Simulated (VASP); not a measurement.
BaTiO3, 5 atoms in the cell. It takes space group R3m (No. 160, trigonal). Conventional cell: a = 5.726 Å, b = 5.726 Å, c = 7.070 Å, α = 90.00°, β = 90.00°, γ = 120.00°. Within 3.7 Å of Ba (site symmetry 3m) lie 12 O at 2.78 to 2.98 Å and 8 Ti at 3.43 to 3.64 Å. Ti (site symmetry 3m) has 6 O at 1.87 to 2.21 Å within 2.5 Å. O (site symmetry m) has 2 Ti at 1.87 to 2.21 Å within 2.5 Å. 

| Item | Value |
| --- | --- |
| Program | VASP 6.6.1 |
| Task | single point |
| Functional | PBE |
| Potentials or basis | VASP PAW PBE potentials, release 64 (Ba_sv, Ti_sv, O) |
| Cutoff | 520 eV |
| k mesh | 9 × 9 × 9 |
| Occupations | gaussian, width 0.01 eV |
| Spin | no spin polarisation |
| Dipole correction | no |
| Further INCAR settings | ALGO = Normal; EDIFF = 1e-07; NBANDS = 28 |

Potentials or basis: VASP PAW PBE potentials, release 64 (Ba_sv, Ti_sv, O).

Launch:

```bash
$ cat potpaw_PBE.64/Ba_sv/POTCAR potpaw_PBE.64/Ti_sv/POTCAR potpaw_PBE.64/O/POTCAR > POTCAR
$ mpirun -np 1 vasp_std > vasp.out
```

Hardware: 1 thread of Intel Xeon 6975P-C, with other jobs on the host.

Task: Estimate the wall time of this run.

Result: Wall time 2.5 min on 1 thread of Intel Xeon 6975P-C (shared host), peak memory 0.28 GiB. Counts: scf iterations 17, k points 85.
